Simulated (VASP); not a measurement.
# La (Im-3m) in VASP: equation of state with SCAN

Aim: the equation of state of La with SCAN.

All numbers are computed with VASP 6.6.1; they aren't measurements. Logs are shortened: lines on timing, memory, paths and dates and some standing lists are left out, and cuts for length are marked.

## Step 1: The cell of the first run

It takes space group Im-3m (No. 229, cubic). Conventional cell: a = 4.248 Å, b = 4.248 Å, c = 4.248 Å, α = 90.00°, β = 90.00°, γ = 90.00°. La (site symmetry m-3m) has 14 La at 3.68 to 4.25 Å within 4.8 Å.

This isn't the form of La at room conditions, which is double hcp.

## Step 2: Equation of state, SCAN

File POSCAR.step1:

```
La
1.0
   -2.0581029771      2.0581029771      2.0581029771
    2.0581029771     -2.0581029771      2.0581029771
    2.0581029771      2.0581029771     -2.0581029771
La
1
Direct
    0.0000000000      0.0000000000      0.0000000000
```

File POSCAR.step2:

```
La
1.0
   -2.0804754144      2.0804754144      2.0804754144
    2.0804754144     -2.0804754144      2.0804754144
    2.0804754144      2.0804754144     -2.0804754144
La
1
Direct
    0.0000000000      0.0000000000      0.0000000000
```

File POSCAR.step3:

```
La
1.0
   -2.1023767651      2.1023767651      2.1023767651
    2.1023767651     -2.1023767651      2.1023767651
    2.1023767651      2.1023767651     -2.1023767651
La
1
Direct
    0.0000000000      0.0000000000      0.0000000000
```

File POSCAR.step4:

```
La
1.0
   -2.1238310710      2.1238310710      2.1238310710
    2.1238310710     -2.1238310710      2.1238310710
    2.1238310710      2.1238310710     -2.1238310710
La
1
Direct
    0.0000000000      0.0000000000      0.0000000000
```

File POSCAR.step5:

```
La
1.0
   -2.1448604690      2.1448604690      2.1448604690
    2.1448604690     -2.1448604690      2.1448604690
    2.1448604690      2.1448604690     -2.1448604690
La
1
Direct
    0.0000000000      0.0000000000      0.0000000000
```

File POSCAR.step6:

```
La
1.0
   -2.1654853927      2.1654853927      2.1654853927
    2.1654853927     -2.1654853927      2.1654853927
    2.1654853927      2.1654853927     -2.1654853927
La
1
Direct
    0.0000000000      0.0000000000      0.0000000000
```

File POSCAR.step7:

```
La
1.0
   -2.1857247470      2.1857247470      2.1857247470
    2.1857247470     -2.1857247470      2.1857247470
    2.1857247470      2.1857247470     -2.1857247470
La
1
Direct
    0.0000000000      0.0000000000      0.0000000000
```

File INCAR:

```
SYSTEM = La
  METAGGA = SCAN
  ISMEAR = 1
  SIGMA = 0.05
  LWAVE = .False.
  LCHARG = .False.
  ISIF = 2
  NSW = 0
  PREC = Accurate
  LASPH = .True.
  LREAL = .False.
  ALGO = Normal
  EDIFF = 1E-7
  NELM = 200
  GGA_COMPAT = .False.
  ENCUT = 580
  LMAXMIX = 6
  LMIXTAU = .True.
  KPAR = 2
```

File KPOINTS:

```
Automatic mesh
0
Gamma
  17 17 17
  0 0 0
```

Potentials or basis: VASP PAW PBE potentials, release 64 (La).

Started as:

```sh
$ cat potpaw_PBE.64/La/POTCAR > POTCAR
$ cp POSCAR.step1 POSCAR
$ mpirun -np 2 vasp_std > vasp.out
$ cp POSCAR.step2 POSCAR
$ mpirun -np 2 vasp_std > vasp.out
$ cp POSCAR.step3 POSCAR
$ mpirun -np 2 vasp_std > vasp.out
$ cp POSCAR.step4 POSCAR
$ mpirun -np 2 vasp_std > vasp.out
$ cp POSCAR.step5 POSCAR
$ mpirun -np 2 vasp_std > vasp.out
$ cp POSCAR.step6 POSCAR
$ mpirun -np 2 vasp_std > vasp.out
$ cp POSCAR.step7 POSCAR
$ mpirun -np 2 vasp_std > vasp.out
```

OUTCAR:

```text
SYSTEM = La
   METAGGA = SCAN
   ISMEAR = 1
   ISIF = 2
   NSW = 0
   PREC = Accurate
   LASPH = .True.
   LREAL = .False.
   EDIFF = 1E-7
   NELM = 200
   ENCUT = 580

 ion  position               nearest neighbor table
   1  0.000  0.000  0.000-

  LATTYP: Found a body centered cubic cell.
 ALAT       =     4.3714494940

  Lattice vectors:

 A1 = (  -2.1857247470,   2.1857247470,   2.1857247470)
 A2 = (   2.1857247470,  -2.1857247470,   2.1857247470)
 A3 = (   2.1857247470,   2.1857247470,  -2.1857247470)

Analysis of symmetry for initial positions (statically):
=====================================================================
 Subroutine PRICEL returns:
 Original cell was already a primitive cell.

 Routine SETGRP: Setting up the symmetry group for a
 body centered cubic supercell.

 Subroutine GETGRP returns: Found 48 space group operations
 (whereof 48 operations were pure point group operations)
 out of a pool of 48 trial point group operations.

The static configuration has the point symmetry O_h .

Analysis of symmetry for dynamics (positions and initial velocities):
=====================================================================
 Subroutine PRICEL returns:
 Original cell was already a primitive cell.

 Routine SETGRP: Setting up the symmetry group for a
 body centered cubic supercell.

 Subroutine GETGRP returns: Found 48 space group operations
 (whereof 48 operations were pure point group operations)
 out of a pool of 48 trial point group operations.

The dynamic configuration has the point symmetry O_h .

 Subroutine INISYM returns: Found 48 space group operations
 (whereof 48 operations are pure point group operations),
 and found     1 'primitive' translations

----------------------------------------------------------------------------------------

                                     Primitive cell

  volume of cell :      41.7683

  direct lattice vectors                    reciprocal lattice vectors
    -2.185724747  2.185724747  2.185724747     0.000000000  0.228757075  0.228757075
     2.185724747 -2.185724747  2.185724747     0.228757075  0.000000000  0.228757075
     2.185724747  2.185724747 -2.185724747     0.228757075  0.228757075  0.000000000

  length of vectors
     3.785786313  3.785786313  3.785786313     0.323511358  0.323511358  0.323511358

  position of ions in fractional coordinates (direct lattice)
     0.000000000  0.000000000  0.000000000

  ion indices of the primitive-cell ions
   primitive index   ion index
                 1           1

----------------------------------------------------------------------------------------

 KPOINTS: Automatic mesh

Automatic generation of k-mesh.
 Grid dimensions read from file:
 generate k-points for:   17   17   17

 Generating k-lattice:

  Cartesian coordinates                     Fractional coordinates (reciprocal lattice)
     0.000000000  0.013456299  0.013456299     0.058823529  0.000000000  0.000000000
     0.013456299  0.000000000  0.013456299     0.000000000  0.058823529  0.000000000
     0.013456299  0.013456299  0.000000000     0.000000000  0.000000000  0.058823529

  Length of vectors
     0.019030080  0.019030080  0.019030080

  Shift w.r.t. Gamma in fractional coordinates (k-lattice)
     0.000000000  0.000000000  0.000000000

 Subroutine IBZKPT returns following result:
 ===========================================

 Found    165 irreducible k-points:

 Following reciprocal coordinates:
            Coordinates               Weight
  0.000000  0.000000  0.000000      1.000000
  0.058824  0.000000  0.000000     12.000000
  0.117647  0.000000  0.000000     12.000000
  0.176471  0.000000  0.000000     12.000000
  0.235294  0.000000  0.000000     12.000000
  0.294118  0.000000  0.000000     12.000000
[... 16 lines left out ...]
  0.411765  0.117647  0.000000     48.000000
  0.176471  0.176471  0.000000     24.000000
 [... further k-points ...]
   k-points           NKPTS =    165   k-points in BZ     NKDIM =    165   number of bands    NBANDS=      9
   number of dos      NEDOS =    301   number of ions     NIONS =      1
   total plane-waves  NPLWV =  27000
   dimension x,y,z NGX =    30 NGY =   30 NGZ =   30
   dimension x,y,z NGXF=    60 NGYF=   60 NGZF=   60
   ions per type =               1
   NGX,Y,Z   is equivalent  to a cutoff of  13.17, 13.17, 13.17 a.u.
   NGXF,Y,Z  is equivalent  to a cutoff of  26.35, 26.35, 26.35 a.u.
 SYSTEM =  La
   PREC   = accura    normal or accurate (medium, high low for compatibility)
   ISTART =      0    job   : 0-new  1-cont  2-samecut
   ICHARG =      2    charge: 1-file 2-atom 10-const
   ISPIN  =      1    spin polarized calculation?
   LNONCOLLINEAR =      F non collinear calculations
   LSORBIT =      F    spin-orbit coupling
   LASPH  =      T    aspherical Exc in radial PAW
   ENCUT  =  580.0 eV  42.63 Ry    6.53 a.u.   7.43  7.43  7.43*2*pi/ulx,y,z
   NELM   =    200;   NELMIN=  2; NELMDL=  0     # of ELM steps
   EDIFF  = 0.1E-06   stopping-criterion for ELM
   LREAL  =      F    real-space projection
   EDIFFG = 0.1E-05   stopping-criterion for IOM
   NSW    =      0    number of steps for IOM
   IBRION =     -1    ionic relax: 0-MD 1-quasi-New 2-CG
   NFREE  =      0    steps in history (QN), initial steepest desc. (CG)
   ISIF   =      2    stress and relaxation
   ISYM   =      2    0-nonsym 1-usesym 2-fastsym
   POTIM  = 0.5000    time-step for ionic-motion
   TEBEG  =    0.0;   TEEND  =   0.0 temperature during run

   SCALEE = 1.0000    scale energy and forces
   PSTRESS=    0.0 pullay stress
   NELECT =      11.0000    total number of electrons
   NUPDOWN=      -1.0000    fix difference up-down
   EMIN   =  10.00;   EMAX   =-10.00  energy-range for DOS
   EFERMI =   0.00;   METHOD = LEGACY
   ISMEAR =     1;   SIGMA  =   0.05  broadening in eV -4-tet -1-fermi 0-gaus
   EFERMI_NEDOS =   21; number of points for ismear=-14 and -15
   IALGO  =     38    algorithm
   IMIX   =      4    mixing-type and parameters
     AMIX     =   0.40;   BMIX     =  1.00
     AMIX_MAG =   1.60;   BMIX_MAG =  1.00
  volume/ion in A,a.u.               =      41.77       281.87
  Fermi-wavevector in a.u.,A,eV,Ry     =   1.049358  1.982999 14.982080  1.101152
  Thomas-Fermi vector in A             =   2.184317
   LORBIT       =      0    0 simple, 1 ext, 2 COOP (PROOUT), +10 PAW based schemes
   METAGGA = SCAN    functional components
   LHFCALC =     F    Hartree Fock is set to
   AEXX    =    0.0000 exact exchange contribution
   IVDW    =     0    specifies the selected vdW correction
   LEPSILON=     F    determine dielectric tensor
   LRPA    =     F    only Hartree local field effects (RPA)

   CSHIFT  =0.1000    complex shift for real part using Kramers Kronig

   OMEGAMAX=  -1.0    maximum frequency
 non-spin polarized calculation
 Methfessel and Paxton  Order N= 1 SIGMA  =   0.05
  energy-cutoff  :      580.00
  volume of cell :       41.77
 maximum number of plane-waves:      1345
 NGX is ok and might be reduce to    30
   NGX = 15   NGY = 15   NGZ = 15

 number of electron      10.9999999 magnetization

 Free energy of the ion-electron system (eV)
  ---------------------------------------------------
  ext. energy  EPLUGINS =         0.00000000
  ---------------------------------------------------
  free energy    TOTEN  =       -42.99267713 eV

  energy without entropy =      -42.99220182  energy(sigma->0) =      -42.99251869

 E-fermi :   6.9153     XC(G=0):  -9.6673

 val. band max:        6.9104757761   @ k =   0.3529   0.1765   0.0000
 cond. band min:       6.9160760589   @ k =  -0.3529  -0.3529   0.0588
 fundamental gap:      0.0056002828
 Fermi energy:         6.9152748011

 k-point     1 :       0.0000    0.0000    0.0000
  band No.  band energies     occupation
      1     -27.4621      2.00000
      2     -10.0951      2.00000
      3     -10.0951      2.00000
      4     -10.0951      2.00000
      5       3.4290      2.00000
      6       8.4521      0.00000
      7       8.4521      0.00000
      8       8.4521      0.00000
      9       8.6238      0.00000

 k-point     2 :       0.0588    0.0000    0.0000
  band No.  band energies     occupation
      1     -27.4575      2.00000
      2     -10.1332      2.00000
      3     -10.1062      2.00000
      4     -10.0955      2.00000
      5       3.5278      2.00000
      6       8.2857      0.00000
      7       8.2956      0.00000
      8       8.5024      0.00000
      9       8.6173      0.00000

 k-point     3 :       0.1176    0.0000    0.0000
  band No.  band energies     occupation
      1     -27.4442      2.00000
      2     -10.2403      2.00000
      3     -10.1377      2.00000
      4     -10.0967      2.00000
      5       3.8100      2.00000
      6       8.0240      0.00000
      7       8.0279      0.00000
      8       8.6011      0.00000
      9       8.6253      0.00000

 k-point     4 :       0.1765    0.0000    0.0000
  band No.  band energies     occupation
      1     -27.4240      2.00000
      2     -10.3980      2.00000
      3     -10.1849      2.00000
      4     -10.0985      2.00000
      5       4.2269      2.00000
      6       7.7271     -0.00000
      7       7.7547     -0.00000
      8       8.5837      0.00000
      9       8.7537      0.00000
[... 205 lines left out ...]
 k-point    22 :       0.3529    0.1176   -0.0000
  band No.  band energies     occupation
      1     -27.3280      2.00000
      2     -11.0080      2.00000
      3     -10.4278      2.00000
      4     -10.1543      2.00000
      5       5.4424      2.00000
      6       6.9486      0.10477
      7       7.9092     -0.00000
      8       8.6495      0.00000
      9       8.9421      0.00000

 k-point    23 :       0.4118    0.1176    0.0000
  band No.  band energies     occupation
      1     -27.3192      2.00000
      2     -11.0589      2.00000
      3     -10.4535      2.00000
      4     -10.1558      2.00000
      5       5.4074      2.00000
      6       6.9028      1.40735
      7       8.1686      0.00000
      8       8.6314      0.00000
      9       8.9518      0.00000

 k-point    24 :       0.1765    0.1765    0.0000
  band No.  band energies     occupation
      1     -27.3682      2.00000
      2     -10.7519      2.00000
      3     -10.3106      2.00000
      4     -10.1641      2.00000
      5       5.3467      2.00000
      6       7.0451     -0.00149
      7       7.3882     -0.00000
      8       8.6064      0.00000
      9       8.9208      0.00000

 [... further k-points ...]

------------------------ aborting loop because EDIFF is reached ----------------------------------------

  FORCE on cell =-STRESS in cart. coord.  units (eV):
  Direction    XX          YY          ZZ          XY          YZ          ZX
  --------------------------------------------------------------------------------------
  -------------------------------------------------------------------------------------
  Total       -0.6150741     -0.6150741     -0.6150741     -0.0000000     -0.0000000     -0.0000000
  in kB      -23.5934610    -23.5934610    -23.5934610     -0.0000000     -0.0000000     -0.0000000
  external PRESSURE =     -23.5934610 kB  Pullay stress =       0.0000000 kB

 VOLUME and BASIS-vectors are now :
 -----------------------------------------------------------------------------
  energy-cutoff  :      580.00
  volume of cell :       41.77
      direct lattice vectors                 reciprocal lattice vectors
    -2.185724747  2.185724747  2.185724747     0.000000000  0.228757075  0.228757075
     2.185724747 -2.185724747  2.185724747     0.228757075  0.000000000  0.228757075
     2.185724747  2.185724747 -2.185724747     0.228757075  0.228757075  0.000000000

 POSITION                                       TOTAL-FORCE (eV/Angst)
 -----------------------------------------------------------------------------------
      0.00000      0.00000      0.00000         0.000000      0.000000      0.000000
 -----------------------------------------------------------------------------------
    total drift:                               -0.000000     -0.000000      0.000000

  FREE ENERGIE OF THE ION-ELECTRON SYSTEM (eV)
  ---------------------------------------------------
  free  energy   TOTEN  =       -42.9926771272 eV

  energy  without entropy=      -42.9922018182  energy(sigma->0) =      -42.99251869
```

Run time: 33 min. Hardware: 2 MPI ranks of Intel Xeon Platinum 8488C (Sapphire Rapids), shared host; peak memory 0.25 GiB.

Results:

| Quantity | Value |
| --- | --- |
| Equilibrium volume | 38.04 Å³/atom |
| Bulk modulus | 28 GPa |
| Pressure derivative of the bulk modulus | 2.7 |

Energy against volume, from the lowest point:
```tsv
volume (Å³/atom)	energy (meV/atom)
34.871	25.59
36.020	9.90
37.170	1.66
38.320	0.00
39.469	4.30
40.619	13.97
41.768	28.32
```

Caveat: the fit is doubtful: noisy points or a state that changes with volume; the PAW data sets were made with another functional, which shifts forces and pressure a little; spin-orbit coupling is left out, which moves the levels of the heavy elements.
